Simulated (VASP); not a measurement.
# SiC (P6_3mc) in VASP: further runs

SiC is run at these levels: PBE; tasks: dielectric tensor, electric field gradients.

Program: VASP 6.6.1. These are calculated values, not measurements. Logs are shortened: lines on timing, memory, paths and dates and some standing lists are left out, and cuts for length are marked.

**1. The cell of the first run**

It takes space group P6_3mc (No. 186, hexagonal). Conventional cell: a = 3.074 Å, b = 3.074 Å, c = 5.045 Å, α = 90.00°, β = 90.00°, γ = 120.00°. Si (site symmetry 3m) has 4 C at 1.88 to 1.90 Å within 2.5 Å. Within 2.5 Å of C (site symmetry 3m) lie 4 Si at 1.88 to 1.90 Å.

**2. Dielectric tensor, PBE**

INCAR

```
SYSTEM = SiC
  PREC = Accurate
  ENCUT = 520
  EDIFF = 1E-8
  ISMEAR = 0
  SIGMA = 0.01
  LREAL = .False.
  LASPH = .True.
  NELM = 60
  ALGO = Normal
  ISIF = 2
  LWAVE = .False.
  LCHARG = .False.
  GGA = PE
  LEPSILON = .True.
```

KPOINTS

```
regular mesh
0
Gamma
  10 10 6
  0 0 0
```

POSCAR

```
SiC
1.0
    3.0735139282      0.0000000000      0.0000000000
   -1.5367569641      2.6617411407      0.0000000000
    0.0000000000      0.0000000000      5.0452477100
Si C
2 2
Direct
    0.3333333333      0.6666666667      0.4996024000
    0.6666666667      0.3333333333      0.9996024000
    0.3333333333      0.6666666667      0.8753976000
    0.6666666667      0.3333333333      0.3753976000
```

Potentials or basis: VASP PAW PBE potentials, release 64 (Si, C).

Launch:

```sh
> cat potpaw_PBE.64/Si/POTCAR potpaw_PBE.64/C/POTCAR > POTCAR
> mpirun -np 1 vasp_std > vasp.out
```

OUTCAR:

```text
SYSTEM = SiC
   PREC = Accurate
   ENCUT = 520
   EDIFF = 1E-8
   ISMEAR = 0
   LREAL = .False.
   LASPH = .True.
   NELM = 60
   ISIF = 2
   GGA = PE
   LEPSILON = .True.

 ion  position               nearest neighbor table
   1  0.333  0.667  0.500-   4 1.88   4 1.88   4 1.88   3 1.90   2 3.08   2 3.08   2 3.08   2 3.08
                             2 3.08   2 3.08
   2  0.667  0.333  1.000-   3 1.88   3 1.88   3 1.88   4 1.90   1 3.08   1 3.08   1 3.08   1 3.08
                             1 3.08   1 3.08
   3  0.333  0.667  0.875-   2 1.88   2 1.88   2 1.88   1 1.90
   4  0.667  0.333  0.375-   1 1.88   1 1.88   1 1.88   2 1.90

  LATTYP: Found a hexagonal cell.
 ALAT       =     3.0735139282
 C/A-ratio  =     1.6415242709

  Lattice vectors:

 A1 = (   3.0735139282,   0.0000000000,   0.0000000000)
 A2 = (  -1.5367569641,   2.6617411407,   0.0000000000)
 A3 = (   0.0000000000,   0.0000000000,   5.0452477100)

Analysis of symmetry for initial positions (statically):
=====================================================================
 Subroutine PRICEL returns:
 Original cell was already a primitive cell.

 Routine SETGRP: Setting up the symmetry group for a
 hexagonal supercell.

 Subroutine GETGRP returns: Found 12 space group operations
 (whereof  6 operations were pure point group operations)
 out of a pool of 24 trial point group operations.

The static configuration has the point symmetry C_3v.
 The point group associated with its full space group is C_6v.

Analysis of symmetry for dynamics (positions and initial velocities):
=====================================================================
 Subroutine PRICEL returns:
 Original cell was already a primitive cell.

 Routine SETGRP: Setting up the symmetry group for a
 hexagonal supercell.

 Subroutine GETGRP returns: Found 12 space group operations
 (whereof  6 operations were pure point group operations)
 out of a pool of 24 trial point group operations.

The dynamic configuration has the point symmetry C_3v.
 The point group associated with its full space group is C_6v.

 Subroutine INISYM returns: Found 12 space group operations
 (whereof  6 operations are pure point group operations),
 and found     1 'primitive' translations

----------------------------------------------------------------------------------------

                                     Primitive cell

  volume of cell :      41.2747

  direct lattice vectors                    reciprocal lattice vectors
     3.073513928  0.000000000  0.000000000     0.325360491  0.187846967  0.000000000
    -1.536756964  2.661741141  0.000000000     0.000000000  0.375693934  0.000000000
     0.000000000  0.000000000  5.045247710     0.000000000  0.000000000  0.198206324

  length of vectors
     3.073513928  3.073513928  5.045247710     0.375693934  0.375693934  0.198206324

  position of ions in fractional coordinates (direct lattice)
     0.333333333  0.666666667  0.499602400
     0.666666667  0.333333333  0.999602400
     0.333333333  0.666666667  0.875397600
     0.666666667  0.333333333  0.375397600

  ion indices of the primitive-cell ions
   primitive index   ion index
                 1           1
                 2           2
                 3           3
                 4           4

----------------------------------------------------------------------------------------

 KPOINTS: regular mesh

Automatic generation of k-mesh.
 Grid dimensions read from file:
 generate k-points for:   10   10    6

 Generating k-lattice:

  Cartesian coordinates                     Fractional coordinates (reciprocal lattice)
     0.032536049  0.018784697  0.000000000     0.100000000  0.000000000  0.000000000
     0.000000000  0.037569393  0.000000000     0.000000000  0.100000000  0.000000000
     0.000000000  0.000000000  0.033034387     0.000000000  0.000000000  0.166666667

  Length of vectors
[... 102 lines left out ...]
 fundamental gap:      2.4251237631
 Fermi energy:         8.3826295067

 k-point     1 :       0.0000    0.0000    0.0000
  band No.  band energies     occupation
      1      -7.3023      2.00000
      2      -3.7292      2.00000
      3      -0.4264      2.00000
      4       6.9681      2.00000
      5       6.9681      2.00000
      6       8.1711      2.00000
      7       8.2849      2.00000
      8       8.2849      2.00000
      9      13.1101      0.00000
     10      14.5133      0.00000
     11      14.9647      0.00000
     12      14.9647      0.00000
[... 331 lines left out ...]
 k-point    24 :       0.4000    0.1000    0.1667
  band No.  band energies     occupation
      1      -3.9954      2.00000
      2      -2.3852      2.00000
      3       0.2580      2.00000
      4       1.8346      2.00000
      5       3.3884      2.00000
      6       4.4508      2.00000
      7       5.6802      2.00000
      8       6.3300      2.00000
      9      12.0051      0.00000
     10      12.2908      0.00000
     11      15.2842      0.00000
     12      15.7823      0.00000

 [... further k-points ...]

  FORCE on cell =-STRESS in cart. coord.  units (eV):
  Direction    XX          YY          ZZ          XY          YZ          ZX
  --------------------------------------------------------------------------------------
  -------------------------------------------------------------------------------------
  Total        1.0097726      1.0097726      0.9597572     -0.0000000      0.0000000      0.0000000
  in kB       39.1968039     39.1968039     37.2553325     -0.0000000      0.0000000      0.0000000
  external PRESSURE =      38.5496468 kB  Pullay stress =       0.0000000 kB

 VOLUME and BASIS-vectors are now :
 -----------------------------------------------------------------------------
  energy-cutoff  :      520.00
  volume of cell :       41.27
      direct lattice vectors                 reciprocal lattice vectors
     3.073513928  0.000000000  0.000000000     0.325360491  0.187846967  0.000000000
    -1.536756964  2.661741141  0.000000000     0.000000000  0.375693934  0.000000000
     0.000000000  0.000000000  5.045247710     0.000000000  0.000000000  0.198206324

 POSITION                                       TOTAL-FORCE (eV/Angst)
 -----------------------------------------------------------------------------------
     -0.00000      1.77449      2.52062        -0.000000      0.000000      0.001691
      1.53676      0.88725      5.04324         0.000000     -0.000000      0.001691
     -0.00000      1.77449      4.41660         0.000000     -0.000000     -0.001691
      1.53676      0.88725      1.89397        -0.000000      0.000000     -0.001691
 -----------------------------------------------------------------------------------
    total drift:                               -0.000000     -0.000000     -0.000100

  FREE ENERGIE OF THE ION-ELECTRON SYSTEM (eV)
  ---------------------------------------------------
  free  energy   TOTEN  =       -30.1012924342 eV

  energy  without entropy=      -30.1012924342  energy(sigma->0) =      -30.10129243

 HEAD OF MICROSCOPIC STATIC DIELECTRIC TENSOR (INDEPENDENT PARTICLE, excluding Hartree and local field effects)
 ------------------------------------------------------
           7.172960     0.000000     0.000000
           0.000000     7.172960     0.000000
           0.000000     0.000000     7.507396
 ------------------------------------------------------

 Free energy of the ion-electron system (eV)
  ---------------------------------------------------
  ---------------------------------------------------
  free energy    TOTEN  =        -0.72920633 eV

  energy without entropy =       -0.72920633

------------------------ aborting loop because EDIFF is reached ----------------------------------------

--------------------------------------- Ionic step        2  -------------------------------------------

------------------------ aborting loop because EDIFF is reached ----------------------------------------

--------------------------------------- Ionic step        3  -------------------------------------------

 Free energy of the ion-electron system (eV)
  ---------------------------------------------------
  ---------------------------------------------------
  free energy    TOTEN  =        -0.76995405 eV

  energy without entropy =       -0.76995405

------------------------ aborting loop because EDIFF is reached ----------------------------------------

 PIEZOELECTRIC TENSOR FIELD DIRECTION 3  (e Angst)
 -----------------------------------------------------------------------------
     1.21854 -0.00000 -0.00000           (  0.06228  0.00000  0.00000)
     0.00000  1.21854 -0.00000           (  0.00000  0.06228 -0.00000)
     0.00000 -0.00000 -2.10250           (  0.00000 -0.00000 -0.11940)

 PIEZOELECTRIC TENSOR FIELD DIRECTION 3  (C/m^2)
 -----------------------------------------------------------------------------
     0.47301 -0.00000 -0.00000
     0.00000  0.47301 -0.00000
     0.00000 -0.00000 -0.81614

 MACROSCOPIC STATIC DIELECTRIC TENSOR (including local field effects in DFT)
 ------------------------------------------------------
           6.931083     0.000000     0.000000
           0.000000     6.931083     0.000000
           0.000000     0.000000     7.279819
 ------------------------------------------------------

 PIEZOELECTRIC TENSOR (including local field effects)  for field in x, y, z        (e  Angst)
          XX          YY          ZZ          XY          YZ          ZX
  --------------------------------------------------------------------------------
  x     0.00000    -0.00000     0.00000     0.00000     0.00000     1.53011
  y     0.00000     0.00000     0.00000    -0.00000     1.53011     0.00000
  z     1.21854     1.21854    -2.10250     0.00000     0.00000     0.00000

 PIEZOELECTRIC TENSOR (including local field effects)  for field in x, y, z        (C/m^2)
          XX          YY          ZZ          XY          YZ          ZX
  --------------------------------------------------------------------------------
  x     0.00000    -0.00000     0.00000     0.00000     0.00000     0.59395
  y     0.00000     0.00000     0.00000    -0.00000     0.59395     0.00000
  z     0.47301     0.47301    -0.81614     0.00000     0.00000     0.00000

 BORN EFFECTIVE CHARGES (including local field effects) (in |e|, cummulative output)
 ---------------------------------------------------------------------------------
 ion    1
    1     2.65975     0.00000    -0.00000
    2    -0.00000     2.65975     0.00000
    3     0.00000    -0.00000     2.85962
 ion    2
    1     2.65975     0.00000     0.00000
    2    -0.00000     2.65975     0.00000
    3     0.00000     0.00000     2.85962
 ion    3
    1    -2.65975     0.00000     0.00000
    2     0.00000    -2.65975     0.00000
    3     0.00000     0.00000    -2.85962
 ion    4
    1    -2.65975     0.00000    -0.00000
    2     0.00000    -2.65975     0.00000
    3     0.00000    -0.00000    -2.85962
```

Wall time 7.6 min (1 thread of Intel Xeon Platinum 8375C at 2.90GHz (Ice Lake), shared host); peak memory 0.32 GiB.

Results:

```
Band gap on the k mesh                  : 2.43 eV, indirect (least direct gap 3.98 eV)
Electronic dielectric tensor (diagonal) : 6.93, 6.93, 7.28
Born charges (mean of the diagonal)     : Si +2.73; C -2.73 e
```

Electronic dielectric tensor:
```
6.93 0.00 0.00
0.00 6.93 0.00
0.00 0.00 7.28
```

Born effective charge tensors (e):
atom 1, Si
```
2.66 0.00 0.00
0.00 2.66 0.00
0.00 0.00 2.86
```
atom 2, Si
```
2.66 0.00 0.00
0.00 2.66 0.00
0.00 0.00 2.86
```
atom 3, C
```
-2.66  0.00  0.00
 0.00 -2.66  0.00
 0.00  0.00 -2.86
```
atom 4, C
```
-2.66  0.00  0.00
 0.00 -2.66  0.00
 0.00  0.00 -2.86
```

A k mesh can miss the band edges. PBE gaps usually lie below the measured ones, often by a third to a half.

(Continued in part 2 of 2.)
